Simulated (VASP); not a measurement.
# Cd2HgSe3 (C2) in VASP: single point with PBE

Aim: the single point of Cd2HgSe3 with PBE.

All numbers are computed with VASP 6.6.1; they aren't measurements. Logs are shortened: lines on timing, memory, paths and dates and some standing lists are left out, and cuts for length are marked.

### 1 The cell of the first run

Symmetry: C2, No. 5, monoclinic system. The conventional cell has a = 7.613 Å, b = 4.288 Å, c = 10.049 Å, α = 90.00°, β = 95.76°, γ = 90.00°. Within 3.7 Å of Cd (site symmetry 1) lie 5 Se at 2.68 to 3.62 Å. Hg (site symmetry 2) has 6 Se at 2.52 to 3.52 Å within 3.6 Å. Within 3.8 Å of Se (site symmetry 1) lie 3 Hg at 2.52 to 3.52 Å and 3 Cd at 2.69 to 3.62 Å and 1 Se at 3.75 Å. Within 3.5 Å of Se (site symmetry 2) lie 4 Cd at 2.68 to 2.80 Å.

### 2 Single point, PBE

INCAR reads:

```
ALGO = Normal
EDIFF = 1E-7
ENCUT = 520
GGA = PE
ISIF = 2
ISMEAR = 0
LASPH = T
LCHARG = T
LELF = T
LREAL = F
LVHAR = T
LWAVE = F
NBANDS = 36
NELM = 80
PREC = Accurate
SIGMA = 0.02
```

KPOINTS reads:

```
k-points
0
Gamma
  8 8 4
```

POSCAR reads:

```
Cd2HgSe3
1.0
    3.8065550916     -2.1440047035      0.0117839561
    3.8065550916      2.1440047035      0.0117839561
   -1.0387500171      0.0000000000      9.9951318554
Cd Hg Se
2 1 3
Direct
    0.4089588773      1.0030779228      0.3358811225
   -0.0030779228      0.5910411227      0.6641188775
    0.6863936037      0.3136063963      0.0000000000
    0.4541121730      0.0319648710      0.8213446076
    0.4855781397      0.5144218603      0.5000000000
    0.9680351290      0.5458878270      0.1786553924
```

Potentials or basis: VASP PAW PBE potentials, release 64 (Cd, Hg, Se).

Command:

```bash
$ cat potpaw_PBE.64/Cd/POTCAR potpaw_PBE.64/Hg/POTCAR potpaw_PBE.64/Se/POTCAR > POTCAR
$ mpirun -np 1 vasp_std > vasp.out
```

OUTCAR:

```text
EDIFF = 1E-7
   ENCUT = 520
   GGA = PE
   ISIF = 2
   ISMEAR = 0
   LASPH = T
   LREAL = F
   NELM = 80
   PREC = Accurate

 ion  position               nearest neighbor table
   1  0.409  0.003  0.336-   5 2.68   6 2.69   6 2.74   5 2.80
   2  0.997  0.591  0.664-   5 2.68   4 2.69   4 2.74   5 2.80
   3  0.686  0.314  0.000-   4 2.52   6 2.52
   4  0.454  0.032  0.821-   3 2.52   2 2.69   2 2.74
   5  0.486  0.514  0.500-   1 2.68   2 2.68   2 2.80   1 2.80
   6  0.968  0.546  0.179-   3 2.52   1 2.69   1 2.74

  LATTYP: Found a base centered monoclinic cell.
 ALAT       =     7.6131466627
 B/A-ratio  =     0.5632374624
 C/A-ratio  =     1.3199487276
 COS(beta)  =    -0.1002892760

  Lattice vectors:

 A1 = (   3.8065550916,  -2.1440047035,   0.0117839561)
 A2 = (   3.8065550916,   2.1440047035,   0.0117839561)
 A3 = (  -1.0387500171,   0.0000000000,   9.9951318554)

Analysis of symmetry for initial positions (statically):
=====================================================================
 Subroutine PRICEL returns:
 Original cell was already a primitive cell.

 Routine SETGRP: Setting up the symmetry group for a
 base centered monoclinic supercell.

 Subroutine GETGRP returns: Found  2 space group operations
 (whereof  2 operations were pure point group operations)
 out of a pool of  4 trial point group operations.

The static configuration has the point symmetry C_2 .

Analysis of symmetry for dynamics (positions and initial velocities):
=====================================================================
 Subroutine PRICEL returns:
 Original cell was already a primitive cell.

 Routine SETGRP: Setting up the symmetry group for a
 base centered monoclinic supercell.

 Subroutine GETGRP returns: Found  2 space group operations
 (whereof  2 operations were pure point group operations)
 out of a pool of  4 trial point group operations.

The dynamic configuration has the point symmetry C_2 .

 Subroutine INISYM returns: Found  2 space group operations
 (whereof  2 operations are pure point group operations),
 and found     1 'primitive' translations

----------------------------------------------------------------------------------------

                                     Primitive cell

  volume of cell :     163.1985

  direct lattice vectors                    reciprocal lattice vectors
     3.806555092 -2.144004703  0.011783956     0.131310116 -0.233208444  0.013646482
     3.806555092  2.144004703  0.011783956     0.131310116  0.233208444  0.013646482
    -1.038750017  0.000000000  9.995131855    -0.000309621  0.000000000  0.100016528

  length of vectors
     4.368839285  4.368839285 10.048963250     0.267982744  0.267982744  0.100017007

  position of ions in fractional coordinates (direct lattice)
     0.408958877  0.003077923  0.335881122
     0.996922077  0.591041123  0.664118878
     0.686393604  0.313606396  0.000000000
     0.454112173  0.031964871  0.821344608
     0.485578140  0.514421860  0.500000000
     0.968035129  0.545887827  0.178655392

  ion indices of the primitive-cell ions
   primitive index   ion index
                 1           1
                 2           2
                 3           3
                 4           4
                 5           5
                 6           6

----------------------------------------------------------------------------------------

 KPOINTS: k-points

Automatic generation of k-mesh.
 Grid dimensions read from file:
 generate k-points for:    8    8    4

 Generating k-lattice:

  Cartesian coordinates                     Fractional coordinates (reciprocal lattice)
     0.016413764 -0.029151055  0.001705810     0.125000000  0.000000000  0.000000000
     0.016413764  0.029151055  0.001705810     0.000000000  0.125000000  0.000000000
    -0.000077405  0.000000000  0.025004132     0.000000000  0.000000000  0.250000000

  Length of vectors
     0.033497843  0.033497843  0.025004252

  Shift w.r.t. Gamma in fractional coordinates (k-lattice)
     0.000000000  0.000000000  0.000000000

 Subroutine IBZKPT returns following result:
 ===========================================

 Found     78 irreducible k-points:

 Following reciprocal coordinates:
            Coordinates               Weight
  0.000000  0.000000  0.000000      1.000000
  0.125000  0.000000  0.000000      4.000000
  0.250000  0.000000  0.000000      4.000000
  0.375000  0.000000  0.000000      4.000000
  0.500000  0.000000  0.000000      2.000000
  0.125000  0.125000  0.000000      2.000000
[... 16 lines left out ...]
  0.125000  0.000000  0.250000      4.000000
  0.250000  0.000000  0.250000      4.000000
 [... further k-points ...]
   k-points           NKPTS =     78   k-points in BZ     NKDIM =     78   number of bands    NBANDS=     36
   number of dos      NEDOS =    301   number of ions     NIONS =      6
   total plane-waves  NPLWV =  81920
   dimension x,y,z NGX =    32 NGY =   32 NGZ =   80
   dimension x,y,z NGXF=    64 NGYF=   64 NGZF=  160
   ions per type =               2   1   3
   NGX,Y,Z   is equivalent  to a cutoff of  12.18, 12.18, 13.23 a.u.
   NGXF,Y,Z  is equivalent  to a cutoff of  24.35, 24.35, 26.47 a.u.
 SYSTEM =  unknown system
   PREC   = accura    normal or accurate (medium, high low for compatibility)
   ISTART =      0    job   : 0-new  1-cont  2-samecut
   ICHARG =      2    charge: 1-file 2-atom 10-const
   ISPIN  =      1    spin polarized calculation?
   LNONCOLLINEAR =      F non collinear calculations
   LSORBIT =      F    spin-orbit coupling
   LASPH  =      T    aspherical Exc in radial PAW
   ENCUT  =  520.0 eV  38.22 Ry    6.18 a.u.   8.12  8.12 18.68*2*pi/ulx,y,z
   NELM   =     80;   NELMIN=  2; NELMDL= -5     # of ELM steps
   EDIFF  = 0.1E-06   stopping-criterion for ELM
   LREAL  =      F    real-space projection
   EDIFFG = 0.1E-05   stopping-criterion for IOM
   NSW    =      0    number of steps for IOM
   IBRION =     -1    ionic relax: 0-MD 1-quasi-New 2-CG
   NFREE  =      0    steps in history (QN), initial steepest desc. (CG)
   ISIF   =      2    stress and relaxation
   ISYM   =      2    0-nonsym 1-usesym 2-fastsym
   POTIM  = 0.5000    time-step for ionic-motion
   TEBEG  =    0.0;   TEEND  =   0.0 temperature during run
   PSTRESS=    0.0 pullay stress
   NELECT =      54.0000    total number of electrons
   NUPDOWN=      -1.0000    fix difference up-down
   EMIN   =  10.00;   EMAX   =-10.00  energy-range for DOS
   EFERMI =   0.00;   METHOD = LEGACY
   ISMEAR =     0;   SIGMA  =   0.02  broadening in eV -4-tet -1-fermi 0-gaus
   EFERMI_NEDOS =   21; number of points for ismear=-14 and -15
   IALGO  =     38    algorithm
   IMIX   =      4    mixing-type and parameters
     AMIX     =   0.40;   BMIX     =  1.00
     AMIX_MAG =   1.60;   BMIX_MAG =  1.00
  volume/ion in A,a.u.               =      27.20       183.55
  Fermi-wavevector in a.u.,A,eV,Ry     =   1.132315  2.139766 17.444547  1.282138
  Thomas-Fermi vector in A             =   2.269016
   LORBIT       =      0    0 simple, 1 ext, 2 COOP (PROOUT), +10 PAW based schemes
   GGA     = PE    functional components
   LHFCALC =     F    Hartree Fock is set to
   AEXX    =    0.0000 exact exchange contribution
   IVDW    =     0    specifies the selected vdW correction
   LEPSILON=     F    determine dielectric tensor
   LRPA    =     F    only Hartree local field effects (RPA)
 non-spin polarized calculation
 Gauss-broadening in eV      SIGMA  =   0.02
  energy-cutoff  :      520.00
  volume of cell :      163.20
 maximum number of plane-waves:      4410
   NGX = 17   NGY = 17   NGZ = 37

 number of electron      53.9999999 magnetization

 Free energy of the ion-electron system (eV)
  ---------------------------------------------------
  ext. energy  EPLUGINS =         0.00000000
  ---------------------------------------------------
  free energy    TOTEN  =       -14.62562044 eV

  energy without entropy =      -14.62562044  energy(sigma->0) =      -14.62562044

 E-fermi :   1.4199     XC(G=0):  -9.2892

 val. band max:        1.3241973103   @ k =   0.0000   0.0000   0.5000
 cond. band min:       1.9831527632   @ k =   0.0000   0.0000   0.0000
 fundamental gap:      0.6589554529
 Fermi energy:         1.4199265486

 k-point     1 :       0.0000    0.0000    0.0000
  band No.  band energies     occupation
      1     -11.4310      2.00000
      2     -10.8478      2.00000
      3     -10.7263      2.00000
      4      -6.6660      2.00000
      5      -6.4879      2.00000
      6      -6.4866      2.00000
[... 28 lines left out ...]
     35       7.7329      0.00000
     36       8.7962      0.00000

 k-point     2 :       0.1250    0.0000    0.0000
  band No.  band energies     occupation
      1     -11.3744      2.00000
      2     -10.8353      2.00000
      3     -10.6979      2.00000
      4      -6.6477      2.00000
      5      -6.4920      2.00000
      6      -6.4833      2.00000
[... 28 lines left out ...]
     35       8.0224      0.00000
     36       8.3941      0.00000

 k-point     3 :       0.2500    0.0000    0.0000
  band No.  band energies     occupation
      1     -11.2304      2.00000
      2     -10.8044      2.00000
      3     -10.6307      2.00000
      4      -6.6024      2.00000
      5      -6.5023      2.00000
      6      -6.4617      2.00000
[... 28 lines left out ...]
     35       7.8939      0.00000
     36       8.2741      0.00000
[... 742 lines left out ...]
 k-point    23 :       0.1250    0.0000    0.2500
  band No.  band energies     occupation
      1     -11.3256      2.00000
      2     -11.0019      2.00000
      3     -10.5744      2.00000
      4      -6.6533      2.00000
      5      -6.4951      2.00000
      6      -6.4836      2.00000
[... 28 lines left out ...]
     35       7.9830      0.00000
     36       8.3706      0.00000

 k-point    24 :       0.2500    0.0000    0.2500
  band No.  band energies     occupation
      1     -11.1864      2.00000
      2     -10.9283      2.00000
      3     -10.5477      2.00000
      4      -6.6101      2.00000
      5      -6.5071      2.00000
      6      -6.4662      2.00000
[... 28 lines left out ...]
     35       7.7804      0.00000
     36       8.3848      0.00000

 [... further k-points ...]
[... 5 lines left out ...]
  --------------------------------------------------------------------------------------
  -------------------------------------------------------------------------------------
  Total        0.3078720      0.2111117      0.3616557      0.0000000      0.0000000      0.1086536
  in kB        3.0224889      2.0725584      3.5505024      0.0000000      0.0000000      1.0666907
  external PRESSURE =       2.8818499 kB  Pullay stress =       0.0000000 kB

 VOLUME and BASIS-vectors are now :
 -----------------------------------------------------------------------------
  energy-cutoff  :      520.00
  volume of cell :      163.20
      direct lattice vectors                 reciprocal lattice vectors
     3.806555092 -2.144004703  0.011783956     0.131310116 -0.233208444  0.013646482
     3.806555092  2.144004703  0.011783956     0.131310116  0.233208444  0.013646482
    -1.038750017  0.000000000  9.995131855    -0.000309621  0.000000000  0.100016528

 POSITION                                       TOTAL-FORCE (eV/Angst)
 -----------------------------------------------------------------------------------
      1.21954     -0.87021      3.36203         0.002017     -0.000492     -0.004633
      5.35482     -0.87021      6.65667        -0.002017     -0.000492      0.004633
      3.80656     -0.79926      0.01178         0.000000      0.008074     -0.000000
      0.99711     -0.90509      8.21518        -0.051187      0.002396     -0.026727
      3.28718      0.06184      5.00935         0.000000     -0.011883     -0.000000
      5.57725     -0.90509      1.80352         0.051187      0.002396      0.026727
 -----------------------------------------------------------------------------------
    total drift:                                0.000000      0.000016     -0.000000

  FREE ENERGIE OF THE ION-ELECTRON SYSTEM (eV)
  ---------------------------------------------------
  free  energy   TOTEN  =       -14.6256204441 eV

  energy  without entropy=      -14.6256204441  energy(sigma->0) =      -14.62562044
```

Wall time 11 min (1 thread of Intel Xeon 8259CL, shared host); peak memory 0.57 GiB.

Results:

| Quantity | Value |
| --- | --- |
| Free energy | -14.6256 eV |
| Pressure | 0.3 GPa |
| Largest force | 0.058 eV/Å |
| Band gap on the k mesh | 0.66 eV (least direct gap 0.77 eV) |

Forces in eV/Å, atoms in the order of the input:
```
Cd   0.002  0.000 -0.005
Cd  -0.002  0.000  0.005
Hg   0.000  0.008  0.000
Se  -0.051  0.002 -0.027
Se   0.000 -0.012  0.000
Se   0.051  0.002  0.027
```

Stress tensor (GPa, compression positive):
```
0.30 0.00 0.11
0.00 0.21 0.00
0.11 0.00 0.36
```

Caveat: spin-orbit coupling is left out, which moves the levels of the heavy elements.
